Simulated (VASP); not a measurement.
A run of VASP 6.6.1:

Contents of POSCAR:

```
Re
1.0
    0.0000000000      1.9972423409      1.9972423409
    1.9972423409      0.0000000000      1.9972423409
    1.9972423409      1.9972423409      0.0000000000
Re
1
Direct
    0.0000000000      0.0000000000      0.0000000000
```

Contents of INCAR.step1:

```
PREC     = Accurate       # precision mode
ENCUT    = 520            # plane-wave cutoff, eV
ISMEAR   = -1             # smearing method
SIGMA    = 0.1            # smearing width, eV
LREAL    = False          # projectors in reciprocal space
LASPH    = True           # aspherical terms in the spheres
NELM     = 100            # most SCF steps
NBANDS   = 10             # bands
GGA      = PE             # functional
ALGO     = Normal         # electronic algorithm
EDIFF    = 1E-4           # SCF threshold, eV
LWAVE    = True           # write WAVECAR
LCHARG   = False          # write CHGCAR
```

INCAR.step2

```
PREC     = Accurate       # precision mode
ENCUT    = 520            # plane-wave cutoff, eV
EDIFF    = 1E-6           # SCF threshold, eV
ISMEAR   = -1             # smearing method
SIGMA    = 0.1            # smearing width, eV
LREAL    = False          # projectors in reciprocal space
LASPH    = True           # aspherical terms in the spheres
NELM     = 100            # most SCF steps
ALGO     = Normal         # electronic algorithm
ISIF     = 2              # what is computed and relaxed
LWAVE    = False          # write WAVECAR
LCHARG   = False          # write CHGCAR
METAGGA  = R2SCAN         # meta-GGA
LMIXTAU  = True         
NBANDS   = 10             # bands
ISTART   = 1
```

Contents of KPOINTS:

```
Automatic mesh
0
Gamma
  16 16 16
```

Potentials or basis: VASP PAW PBE potentials, release 64 (Re).

Command:

```bash
$ cat potpaw_PBE.64/Re/POTCAR > POTCAR
$ cp INCAR.step1 INCAR
$ mpirun -np 1 vasp_std > vasp.out
$ cp INCAR.step2 INCAR
$ mpirun -np 1 vasp_std > vasp.out
```

Hardware: 1 thread of Intel(R) Xeon(R) 6975P-C (Granite Rapids), with other jobs on the host.

Question: How long does it take, and how much memory?

Answer: It took 27 s on 1 thread of Intel(R) Xeon(R) 6975P-C (Granite Rapids), with other jobs on the host, peak memory 0.16 GiB. Counts: k points 145.
